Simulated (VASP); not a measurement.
A run of VASP 6.6.1:

Contents of POSCAR:

```
InAs
1.0
    0.0000000000      3.0130178174      3.0130178174
    3.0130178174      0.0000000000      3.0130178174
    3.0130178174      3.0130178174      0.0000000000
In As
1 1
Direct
    0.0000000000      0.0000000000      0.0000000000
    0.2500000000      0.2500000000      0.2500000000
```

The input INCAR.step1:

```
SYSTEM = InAs
ALGO = Normal
EDIFF = 1E-6
ENCUT = 400
GGA = CA
GGA_COMPAT = .False.
ISIF = 2
ISMEAR = 0
LASPH = .True.
LCHARG = .True.
LORBIT = 11
LREAL = .False.
LWAVE = .False.
NBANDS = 16
NEDOS = 2001
NELM = 120
PREC = Accurate
SIGMA = 0.1
```

KPOINTS.step1

```
k-points
0
Gamma
  12 12 12
  0 0 0
```

Contents of INCAR.step2:

```
SYSTEM = InAs
ALGO = Normal
EDIFF = 1E-6
ENCUT = 400
GGA = CA
GGA_COMPAT = .False.
ICHARG = 11
ISIF = 2
ISMEAR = -5
LASPH = .True.
LCHARG = .False.
LORBIT = 11
LREAL = .False.
LWAVE = .False.
NEDOS = 1001
NELM = 120
PREC = Accurate
SIGMA = 0.1
```

The input KPOINTS.step2:

```
k-points
0
Gamma
  18 18 18
  0 0 0
```

Potentials or basis: VASP PAW LDA potentials, release 64 (In_d, As).

Command:

```console
$ cat potpaw_LDA.64/In_d/POTCAR potpaw_LDA.64/As/POTCAR > POTCAR
$ cp INCAR.step1 INCAR
$ cp KPOINTS.step1 KPOINTS
$ mpirun -np 1 vasp_std > vasp.out
$ cp INCAR.step2 INCAR
$ cp KPOINTS.step2 KPOINTS
$ mpirun -np 1 vasp_std > vasp.out
```

Hardware: 1 thread of AMD EPYC 7R43 64-Core Processor (Zen 3), on a shared host.

Task: Estimate the wall time of this run.

Result: It took 84 s on 1 thread of AMD EPYC 7R43 64-Core Processor (Zen 3), with other jobs on the host, peak memory 0.18 GiB. Counts: k points 195.
